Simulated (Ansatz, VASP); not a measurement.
## Two plane-wave programs on LaBr

```
La Br
1.0
     1.85176    1.06911    9.53155
    -1.85176    1.06911    9.53155
     0.00000   -2.13822    9.53155
La Br
2 2
Direct
  0.88011 0.88011 0.88011
  0.11989 0.11989 0.11989
  0.60743 0.60743 0.60743
  0.39257 0.39257 0.39257
```

Change from the starting cell: volume scaled by 0.72, no spin polarisation, PAW files.

Alike in both runs: task single point; functional LDA; k mesh 8 × 8 × 8; occupations fermi-dirac, width 0.05 eV; no spin polarisation.

|  | VASP | Ansatz |
| --- | --- | --- |
| version | VASP 6.6.1 | Ansatz 0.2.0 |
| potentials or method | VASP PAW LDA potentials, release 64 (La, Br) | PAW with Ansatz's default frozen-core files, scalar-relativistic |
| plane-wave cutoff (eV) | 520 | 420 |
| valence electrons in the cell | 36 | 36 |

VASP gave:

```
pressure (GPa)                                                : 11.1
traceless stress, the component that is largest in VASP (GPa) : -2.26
rms of the force components (eV/Å)                            : 1.434
```

Task: Which values does Ansatz return?

Result: Pressure (GPa): 11.2; traceless stress, the component that is largest in VASP (GPa): -2.20; rms of the force components (eV/Å): 1.425.

LDA's correlation is that of Perdew and Zunger in VASP and of Perdew and Wang (1992) in Ansatz. Atom by atom the forces differ by 0.012 eV/Å (rms over components).

Neither program's run includes spin-orbit coupling.
